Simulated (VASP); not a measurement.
# MnO2 (P-3m1) in VASP: single point with LDA

Aim: the single point of MnO2 with LDA.

Everything below comes from runs of VASP 6.6.1. Logs are shortened: lines on timing, memory, paths and dates and some standing lists are left out, and cuts for length are marked.

## 1. The cell of the first run

Symmetry: P-3m1, No. 164, trigonal system. The conventional cell has a = 2.857 Å, b = 2.857 Å, c = 4.601 Å, α = 90.00°, β = 90.00°, γ = 120.00°. Within 2.5 Å of Mn (site symmetry -3m) lie 6 O at 1.90 Å. Within 2.6 Å of O (site symmetry 3m) lie 3 Mn at 1.90 Å and 3 O at 2.51 Å.

## 2. Single point, LDA

Input file POSCAR:

```
MnO2
1.0
    2.8565781804      0.0000000000      0.0000000000
   -1.4282890902      2.4738692722      0.0000000000
    0.0000000000      0.0000000000      4.6013740589
Mn O
1 2
Direct
    0.0000000000      0.0000000000      0.5000000000
    0.6666666667      0.3333333333      0.2937074300
    0.3333333333      0.6666666667      0.7062925700
```

Input file INCAR.step1:

```
ALGO = Normal
EDIFF = 1E-6
ENCUT = 520
GGA_COMPAT = F
ISIF = 2
ISMEAR = -1
LASPH = T
LCHARG = T
LMAXMIX = 4
LORBIT = 11
LREAL = F
LWAVE = F
NBANDS = 20
NEDOS = 2001
NELM = 120
PREC = Accurate
SIGMA = 0.03
```

Input file KPOINTS.step1:

```
k-points
0
Gamma
  11 11 6
```

Input file INCAR.step2:

```
ALGO = Normal
EDIFF = 1E-6
ENCUT = 520
GGA_COMPAT = F
ICHARG = 11
ISIF = 2
ISMEAR = -5
LASPH = T
LCHARG = F
LMAXMIX = 4
LORBIT = 10
LREAL = F
LWAVE = F
NBANDS = 20
NEDOS = 1001
NELM = 120
PREC = Accurate
SIGMA = 0.03
```

Input file KPOINTS.step2:

```
k-points
0
Gamma
  17 17 9
```

Potentials or basis: VASP PAW LDA potentials, release 64 (Mn_sv, O).

Started as:

```console
cat potpaw_LDA.64/Mn_sv/POTCAR potpaw_LDA.64/O/POTCAR > POTCAR
cp INCAR.step1 INCAR
cp KPOINTS.step1 KPOINTS
mpirun -np 1 vasp_std > vasp.out
cp INCAR.step2 INCAR
cp KPOINTS.step2 KPOINTS
mpirun -np 1 vasp_std > vasp.out
```

OUTCAR:

```text
EDIFF = 1E-6
   ENCUT = 520
   ICHARG = 11
   ISIF = 2
   ISMEAR = -5
   LASPH = T
   LORBIT = 10
   LREAL = F
   NELM = 120
   PREC = Accurate

 ion  position               nearest neighbor table
   1  0.000  0.000  0.500-   2 1.90   3 1.90   2 1.90   3 1.90   2 1.90   3 1.90
   2  0.667  0.333  0.294-   1 1.90   1 1.90   1 1.90
   3  0.333  0.667  0.706-   1 1.90   1 1.90   1 1.90

  LATTYP: Found a hexagonal cell.
 ALAT       =     2.8565781804
 C/A-ratio  =     1.6107992739

  Lattice vectors:

 A1 = (   2.8565781804,   0.0000000000,   0.0000000000)
 A2 = (  -1.4282890902,   2.4738692722,   0.0000000000)
 A3 = (   0.0000000000,   0.0000000000,   4.6013740589)

Analysis of symmetry for initial positions (statically):
=====================================================================
 Subroutine PRICEL returns:
 Original cell was already a primitive cell.

 Routine SETGRP: Setting up the symmetry group for a
 hexagonal supercell.

 Subroutine GETGRP returns: Found 12 space group operations
 (whereof 12 operations were pure point group operations)
 out of a pool of 24 trial point group operations.

The static configuration has the point symmetry D_3d.

Analysis of symmetry for dynamics (positions and initial velocities):
=====================================================================
 Subroutine PRICEL returns:
 Original cell was already a primitive cell.

 Routine SETGRP: Setting up the symmetry group for a
 hexagonal supercell.

 Subroutine GETGRP returns: Found 12 space group operations
 (whereof 12 operations were pure point group operations)
 out of a pool of 24 trial point group operations.

The dynamic configuration has the point symmetry D_3d.

 Subroutine INISYM returns: Found 12 space group operations
 (whereof 12 operations are pure point group operations),
 and found     1 'primitive' translations

----------------------------------------------------------------------------------------

                                     Primitive cell

  volume of cell :      32.5170

  direct lattice vectors                    reciprocal lattice vectors
     2.856578180  0.000000000  0.000000000     0.350069187  0.202112539  0.000000000
    -1.428289090  2.473869272  0.000000000     0.000000000  0.404225078  0.000000000
     0.000000000  0.000000000  4.601374059     0.000000000  0.000000000  0.217326387

  length of vectors
     2.856578180  2.856578180  4.601374059     0.404225078  0.404225078  0.217326387

  position of ions in fractional coordinates (direct lattice)
     0.000000000  0.000000000  0.500000000
     0.666666667  0.333333333  0.293707430
     0.333333333  0.666666667  0.706292570

  ion indices of the primitive-cell ions
   primitive index   ion index
                 1           1
                 2           2
                 3           3

----------------------------------------------------------------------------------------

 KPOINTS: k-points

Automatic generation of k-mesh.
 Grid dimensions read from file:
 generate k-points for:   17   17    9

 Generating k-lattice:

  Cartesian coordinates                     Fractional coordinates (reciprocal lattice)
     0.020592305  0.011888973  0.000000000     0.058823529  0.000000000  0.000000000
     0.000000000  0.023777946  0.000000000     0.000000000  0.058823529  0.000000000
     0.000000000  0.000000000  0.024147376     0.000000000  0.000000000  0.111111111

  Length of vectors
     0.023777946  0.023777946  0.024147376

  Shift w.r.t. Gamma in fractional coordinates (k-lattice)
     0.000000000  0.000000000  0.000000000

 TETIRR: Found   3823 inequivalent tetrahedra from    15606

 Subroutine IBZKPT returns following result:
 ===========================================

 Found    261 irreducible k-points:

 Following reciprocal coordinates:
            Coordinates               Weight
  0.000000  0.000000  0.000000      1.000000
  0.058824  0.000000  0.000000      6.000000
  0.117647  0.000000  0.000000      6.000000
  0.176471  0.000000  0.000000      6.000000
  0.235294  0.000000  0.000000      6.000000
  0.294118  0.000000  0.000000      6.000000
[... 16 lines left out ...]
  0.411765  0.117647  0.000000     12.000000
  0.176471  0.176471  0.000000      6.000000
 [... further k-points ...]
   k-points           NKPTS =    261   k-points in BZ     NKDIM =    261   number of bands    NBANDS=     20
   number of dos      NEDOS =   1001   number of ions     NIONS =      3
   total plane-waves  NPLWV =  20736
   dimension x,y,z NGX =    24 NGY =   24 NGZ =   36
   dimension x,y,z NGXF=    48 NGYF=   48 NGZF=   72
   ions per type =               1   2
   NGX,Y,Z   is equivalent  to a cutoff of  13.97, 13.97, 13.01 a.u.
   NGXF,Y,Z  is equivalent  to a cutoff of  27.93, 27.93, 26.01 a.u.
 SYSTEM =  unknown system
   PREC   = accura    normal or accurate (medium, high low for compatibility)
   ISTART =      0    job   : 0-new  1-cont  2-samecut
   ICHARG =     11    charge: 1-file 2-atom 10-const
   ISPIN  =      1    spin polarized calculation?
   LNONCOLLINEAR =      F non collinear calculations
   LSORBIT =      F    spin-orbit coupling
   LASPH  =      T    aspherical Exc in radial PAW
   ENCUT  =  520.0 eV  38.22 Ry    6.18 a.u.   5.31  5.31  8.56*2*pi/ulx,y,z
   NELM   =    120;   NELMIN=  2; NELMDL=  0     # of ELM steps
   EDIFF  = 0.1E-05   stopping-criterion for ELM
   LREAL  =      F    real-space projection
   EDIFFG = 0.1E-04   stopping-criterion for IOM
   NSW    =      0    number of steps for IOM
   IBRION =     -1    ionic relax: 0-MD 1-quasi-New 2-CG
   NFREE  =      0    steps in history (QN), initial steepest desc. (CG)
   ISIF   =      2    stress and relaxation
   ISYM   =      2    0-nonsym 1-usesym 2-fastsym
   POTIM  = 0.5000    time-step for ionic-motion
   TEBEG  =    0.0;   TEEND  =   0.0 temperature during run
   PSTRESS=    0.0 pullay stress
   NELECT =      27.0000    total number of electrons
   NUPDOWN=      -1.0000    fix difference up-down
   EMIN   =  10.00;   EMAX   =-10.00  energy-range for DOS
   EFERMI =   0.00;   METHOD = LEGACY
   ISMEAR =    -5;   SIGMA  =   0.03  broadening in eV -4-tet -1-fermi 0-gaus
   EFERMI_NEDOS =   21; number of points for ismear=-14 and -15
   IALGO  =     38    algorithm
   IMIX   =      4    mixing-type and parameters
     AMIX     =   0.40;   BMIX     =  1.00
     AMIX_MAG =   1.60;   BMIX_MAG =  1.00
  volume/ion in A,a.u.               =      10.84        73.15
  Fermi-wavevector in a.u.,A,eV,Ry     =   1.538719  2.907757 32.213913  2.367656
  Thomas-Fermi vector in A             =   2.645048
   LORBIT       =     10    0 simple, 1 ext, 2 COOP (PROOUT), +10 PAW based schemes
   GGA     = CA    functional components
   LHFCALC =     F    Hartree Fock is set to
   AEXX    =    0.0000 exact exchange contribution
   IVDW    =     0    specifies the selected vdW correction
   LEPSILON=     F    determine dielectric tensor
   LRPA    =     F    only Hartree local field effects (RPA)
 non-spin polarized calculation
 Fermi weights with tetrahedron method with Bloechl corrections
  energy-cutoff  :      520.00
  volume of cell :       32.52
 maximum number of plane-waves:       890
 NGX is ok and might be reduce to    24

 number of electron      27.0000027 magnetization

 Free energy of the ion-electron system (eV)
  ---------------------------------------------------
  ext. energy  EPLUGINS =         0.00000000
  ---------------------------------------------------
  free energy    TOTEN  =       -25.46013132 eV

  energy without entropy =      -25.46013132  energy(sigma->0) =      -25.46013132

 E-fermi :   4.3100     XC(G=0): -11.5024

 val. band max:        4.3121732120   @ k =  -0.1765  -0.4706   0.4444
 cond. band min:       4.3131235811   @ k =   0.2353   0.0000   0.1111
 fundamental gap:      0.0009503691
 Fermi energy:         4.3099714863

 k-point     1 :       0.0000    0.0000    0.0000
  band No.  band energies     occupation
      1     -74.8226      2.00000
      2     -44.0560      2.00000
      3     -44.0560      2.00000
      4     -43.8743      2.00000
      5     -15.3984      2.00000
      6     -13.0608      2.00000
[... 12 lines left out ...]
     19      14.4429      0.00000
     20      18.6486      0.00000

 k-point     2 :       0.0588    0.0000    0.0000
  band No.  band energies     occupation
      1     -74.8219      2.00000
      2     -44.0630      2.00000
      3     -44.0578      2.00000
      4     -43.8739      2.00000
      5     -15.3530      2.00000
      6     -13.0747      2.00000
[... 12 lines left out ...]
     19      14.6218      0.00000
     20      18.6652      0.00000

 k-point     3 :       0.1176    0.0000    0.0000
  band No.  band energies     occupation
      1     -74.8198      2.00000
      2     -44.0817      2.00000
      3     -44.0620      2.00000
      4     -43.8707      2.00000
      5     -15.2200      2.00000
      6     -13.1132      2.00000
[... 12 lines left out ...]
     19      15.1104      0.00000
     20      18.7148      0.00000

 k-point     4 :       0.1765    0.0000    0.0000
  band No.  band energies     occupation
      1     -74.8167      2.00000
      2     -44.1088      2.00000
      3     -44.0681      2.00000
      4     -43.8660      2.00000
      5     -15.0114      2.00000
      6     -13.1724      2.00000
[... 429 lines left out ...]
 k-point    23 :       0.4118    0.1176    0.0000
  band No.  band energies     occupation
      1     -74.8008      2.00000
      2     -44.2340      2.00000
      3     -44.1134      2.00000
      4     -43.8420      2.00000
      5     -13.7283      2.00000
      6     -13.5563      2.00000
[... 12 lines left out ...]
     19      16.8105      0.00000
     20      18.6095      0.00000

 k-point    24 :       0.1765    0.1765    0.0000
  band No.  band energies     occupation
      1     -74.8082      2.00000
      2     -44.1726      2.00000
      3     -44.0962      2.00000
      4     -43.8532      2.00000
      5     -14.3953      2.00000
      6     -13.3403      2.00000
[... 12 lines left out ...]
     19      17.5653      0.00000
     20      18.7733      0.00000

 [... further k-points ...]

------------------------ aborting loop because EDIFF is reached ----------------------------------------

  FORCE on cell =-STRESS in cart. coord.  units (eV):
  Direction    XX          YY          ZZ          XY          YZ          ZX
  --------------------------------------------------------------------------------------
  -------------------------------------------------------------------------------------
  Total       -4.7862045     -4.7862045     -2.0794911      0.0000000      0.0000000      0.0000000
  in kB     -235.8258641   -235.8258641   -102.4606855      0.0000000      0.0000000      0.0000000
  external PRESSURE =    -191.3708046 kB  Pullay stress =       0.0000000 kB

 VOLUME and BASIS-vectors are now :
 -----------------------------------------------------------------------------
  energy-cutoff  :      520.00
  volume of cell :       32.52
      direct lattice vectors                 reciprocal lattice vectors
     2.856578180  0.000000000  0.000000000     0.350069187  0.202112539  0.000000000
    -1.428289090  2.473869272  0.000000000     0.000000000  0.404225078  0.000000000
     0.000000000  0.000000000  4.601374059     0.000000000  0.000000000  0.217326387

 POSITION                                       TOTAL-FORCE (eV/Angst)
 -----------------------------------------------------------------------------------
      0.00000      0.00000      2.30069        -0.000000      0.000000      0.000000
      1.42829      0.82462      1.35146        -0.000000      0.000000      0.906337
     -0.00000      1.64925      3.24992         0.000000     -0.000000     -0.906337
 -----------------------------------------------------------------------------------
    total drift:                               -0.000000      0.000000      0.000000

  FREE ENERGIE OF THE ION-ELECTRON SYSTEM (eV)
  ---------------------------------------------------
  free  energy   TOTEN  =       -25.4601313158 eV

  energy  without entropy=      -25.4601313158  energy(sigma->0) =      -25.46013132

 total charge

# of ion       s       p       d       tot
------------------------------------------
    1        2.194   6.094   4.552  12.841
    2        1.572   3.359   0.000   4.931
    3        1.572   3.359   0.000   4.931
--------------------------------------------------
tot          5.339  12.812   4.552  22.703
```

Run time: 2.1 min. Hardware: 1 thread of AMD EPYC 9R45 (Zen 5), shared host; peak memory 0.24 GiB.

What came out:

* Valence electrons inside the program's atomic spheres: Mn 12.84; O 4.93

Caveat: an odd number of electrons without spin polarisation forces a metal; a magnetic or distorted state may lie lower; the run has no spin polarisation, though such a crystal can be magnetic; semilocal functionals often make such compounds metallic where correlation or magnetic order opens a gap, which also shifts bond lengths.
